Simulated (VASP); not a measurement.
# TaN (P-62m) in VASP: further runs, part 3 of 3

VASP 6.6.1. The steps go on from the part before.

### Step 5. Single point, r2SCAN, collinear spin, ferromagnetic start

This run uses another cell than the first one, of 11.34 Å³/atom, 1.042 times its volume.

The input, POSCAR:

```
TaN
1.0
    5.1960008669      0.0000000000      0.0000000000
   -2.5980004334      4.4998687488      0.0000000000
    0.0000000000      0.0000000000      2.9110000000
Ta N
3 3
Direct
    0.3333333333      0.6666666667      0.5000000000
    0.6666666667      0.3333333333      0.5000000000
    0.0000000000      0.0000000000      0.0000000000
    0.3928500000      0.0000000000      0.0000000000
    0.6071500000      0.6071500000      0.0000000000
    0.0000000000      0.3928500000      0.0000000000
```

The input, INCAR.step1:

```
SYSTEM = TaN
  PREC = Accurate
  ENCUT = 520
  ISMEAR = 0
  SIGMA = 0.1
  LREAL = .FALSE.
  LASPH = .TRUE.
  NELM = 150
  ISPIN = 2
  MAGMOM = 1 1 1 0 0 0
  LMAXMIX = 4
  NBANDS = 37
  GGA = PE
  ALGO = Normal
  EDIFF = 1E-4
  LWAVE = .TRUE.
  LCHARG = .FALSE.
```

The input, INCAR.step2:

```
SYSTEM = TaN
  PREC = Accurate
  ENCUT = 520
  EDIFF = 1E-6
  ISMEAR = 0
  SIGMA = 0.1
  LREAL = .FALSE.
  LASPH = .TRUE.
  NELM = 150
  ALGO = Normal
  ISIF = 2
  LWAVE = .FALSE.
  LCHARG = .FALSE.
  ISPIN = 2
  MAGMOM = 1 1 1 0 0 0
  LORBIT = 11
  LMAXMIX = 4
  METAGGA = R2SCAN
  LMIXTAU = .TRUE.
  NBANDS = 37
  ISTART = 1
```

The input, KPOINTS:

```
Automatic mesh
0
G
  6 6 6
  0 0 0
```

Command:

```sh
> cat potpaw_PBE.64/Ta_pv/POTCAR potpaw_PBE.64/N/POTCAR > POTCAR
> cp INCAR.step1 INCAR
> mpirun -np 1 vasp_std > vasp.out
> cp INCAR.step2 INCAR
> mpirun -np 1 vasp_std > vasp.out
```

It used 320 s of CPU time on 1 thread of Intel(R) Xeon(R) Platinum 8488C (Sapphire Rapids), with other jobs on the host.

It converged, with:

* Free energy: -181.2996 eV
* Pressure: 1.9 GPa
* Largest force: 0.025 eV/Å
* Band gap on the k mesh: zero (filled and empty bands overlap)
* Net moment: 0.00 μB per cell
* Valence electrons inside the program's atomic spheres: Ta 8.94, 8.99; N 3.84

Forces in eV/Å, atoms in the order of the input:
```
Ta   0.000  0.000  0.000
Ta   0.000  0.000  0.000
Ta   0.000  0.000  0.000
N   -0.025  0.000  0.000
N    0.012  0.022  0.000
N    0.012 -0.022  0.000
```

Stress tensor (GPa, compression positive):
```
2.46 0.00 0.00
0.00 2.46 0.00
0.00 0.00 0.73
```

Levels at points of the mesh, in eV from the Fermi level:
Spin up:
```tsv
k point	band 20	band 21	band 22	band 23	band 24	band 25	band 26	band 27	band 28	band 29
(0.00, 0.00, 0.00)	-5.17	-4.49	-3.47	-1.87	-0.85	-0.85	0.84	0.84	2.04	2.18
(0.50, 0.00, 0.00)	-4.77	-4.07	-4.04	-2.86	-2.61	1.44	2.06	2.18	2.71	2.71
(0.00, 0.00, 0.50)	-4.68	-4.51	-2.91	-2.91	2.08	2.13	2.13	2.53	2.53	3.53
(0.50, 0.00, 0.50)	-4.90	-4.17	-3.29	-2.02	-0.87	0.66	1.69	3.51	3.61	3.66
```
Spin down:
```csv
k point,band 21,band 22,band 23,band 24,band 25,band 26,band 27,band 28
"(0.00, 0.00, 0.00)",-4.49,-3.47,-1.87,-0.85,-0.85,0.84,0.84,2.04
"(0.50, 0.00, 0.00)",-4.07,-4.04,-2.86,-2.61,1.44,2.06,2.18,2.71
"(0.00, 0.00, 0.50)",-4.51,-2.91,-2.91,2.08,2.13,2.13,2.53,2.53
"(0.50, 0.00, 0.50)",-4.17,-3.29,-2.02,-0.87,0.66,1.69,3.51,3.61
```

Caveat: the PAW data sets were made with another functional, which shifts forces and pressure a little; spin-orbit coupling is left out, which moves the levels of the heavy elements.

### Step 6. Single point, r2SCAN

This run uses another cell than the first one, of 11.36 Å³/atom, 1.043 times its volume.

The input, POSCAR:

```
TaN
1.0
    5.1996298253      0.0000000000      0.0000000000
   -2.5998149126      4.5030115190      0.0000000000
    0.0000000000      0.0000000000      2.9103592736
Ta N
3 3
Direct
    0.3333333333      0.6666666667      0.5000000000
    0.6666666667      0.3333333333      0.5000000000
    0.0000000000      0.0000000000      0.0000000000
    0.3924063645      0.0000000000      0.0000000000
    0.6075936355      0.6075936355      0.0000000000
    0.0000000000      0.3924063645      0.0000000000
```

The input, INCAR.step1:

```
SYSTEM = TaN
  PREC = Accurate
  ENCUT = 520
  ISMEAR = 0
  SIGMA = 0.1
  LREAL = .False.
  LASPH = .True.
  NELM = 100
  NBANDS = 33
  GGA = PE
  ALGO = Normal
  EDIFF = 1E-4
  LWAVE = .True.
  LCHARG = .False.
```

The input, INCAR.step2:

```
SYSTEM = TaN
  PREC = Accurate
  ENCUT = 520
  EDIFF = 1E-7
  ISMEAR = 0
  SIGMA = 0.1
  LREAL = .False.
  LASPH = .True.
  NELM = 100
  ALGO = Normal
  ISIF = 2
  LWAVE = .False.
  LCHARG = .True.
  METAGGA = R2SCAN
  LMIXTAU = .True.
  LELF = .True.
  LVHAR = .True.
  NBANDS = 33
  ISTART = 1
```

The input, KPOINTS:

```
Automatic mesh
0
Gamma
  12 12 12
  0 0 0
```

Potentials or basis: VASP PAW PBE potentials, release 64 (Ta_pv, N).

Command:

```sh
> cat potpaw_PBE.64/Ta_pv/POTCAR potpaw_PBE.64/N/POTCAR > POTCAR
> cp INCAR.step1 INCAR
> mpirun -np 1 vasp_std > vasp.out
> cp INCAR.step2 INCAR
> mpirun -np 1 vasp_std > vasp.out
```

Wall time 17 min (1 thread of Intel Xeon Platinum 8488C (Sapphire Rapids), shared host); peak memory 0.37 GiB.

Results (log left out):

- Free energy: -181.3109 eV
- Pressure: 1.6 GPa
- Largest force: 0.006 eV/Å
- Band gap on the k mesh: zero (band 24 reaches 10.31 eV, above the bottom of band 25 at 7.03 eV)

Forces on the atoms (eV/Å):
```
Ta   0.000  0.000  0.000
Ta   0.000  0.000  0.000
Ta   0.000  0.000  0.000
N    0.006  0.000  0.000
N   -0.003 -0.005  0.000
N   -0.003  0.005  0.000
```

Stress tensor (GPa, compression positive):
```
1.62 0.00 0.00
0.00 1.62 0.00
0.00 0.00 1.50
```

Levels at points of the mesh, in eV from the Fermi level:
| k point | band 21 | band 22 | band 23 | band 24 | band 25 | band 26 | band 27 | band 28 |
| --- | --- | --- | --- | --- | --- | --- | --- | --- |
| (0.00, 0.00, 0.00) | -4.67 | -3.64 | -2.06 | -1.03 | -1.03 | 0.66 | 0.66 | 1.83 |
| (0.50, 0.00, 0.00) | -4.25 | -4.22 | -3.04 | -2.80 | 1.27 | 1.88 | 2.01 | 2.53 |
| (0.00, 0.00, 0.50) | -4.69 | -3.08 | -3.08 | 1.92 | 1.94 | 1.94 | 2.36 | 2.36 |
| (0.50, 0.00, 0.50) | -4.35 | -3.46 | -2.19 | -1.04 | 0.48 | 1.51 | 3.33 | 3.43 |

Caveat: the PAW data sets were made with another functional, which shifts forces and pressure a little; spin-orbit coupling is left out, which moves the levels of the heavy elements.

### Step 7. The runs side by side

```tsv
spin	cell	k mesh	gap on the mesh (eV)	pressure (GPa)	largest force (eV/Å)
off	a = 5.123, b = 5.123, c = 2.875 Å, angles 90.0, 90.0, 120.0°, 6 atoms	12 × 12 × 12	none	16.9	0.01
off	a = 5.196, b = 5.196, c = 2.911 Å, angles 90.0, 90.0, 120.0°, 6 atoms	6 × 6 × 6	none	1.9	0.02
off	a = 5.200, b = 5.200, c = 2.910 Å, angles 90.0, 90.0, 120.0°, 6 atoms	12 × 12 × 12	none	1.6	0.01
collinear, ferromagnetic start	a = 5.196, b = 5.196, c = 2.911 Å, angles 90.0, 90.0, 120.0°, 6 atoms	6 × 6 × 6	none	1.9	0.02
```

Alike in all rows: task single point; level r2SCAN; potentials or basis VASP PAW PBE potentials, release 64 (Ta_pv, N); cutoff (eV) 520; smearing gaussian 0.1 eV.

Caveats: the PAW data sets were made with another functional, which shifts forces and pressure a little; spin-orbit coupling is left out, which moves the levels of the heavy elements.

Absolute energies hang on the potentials; compare differences alone.
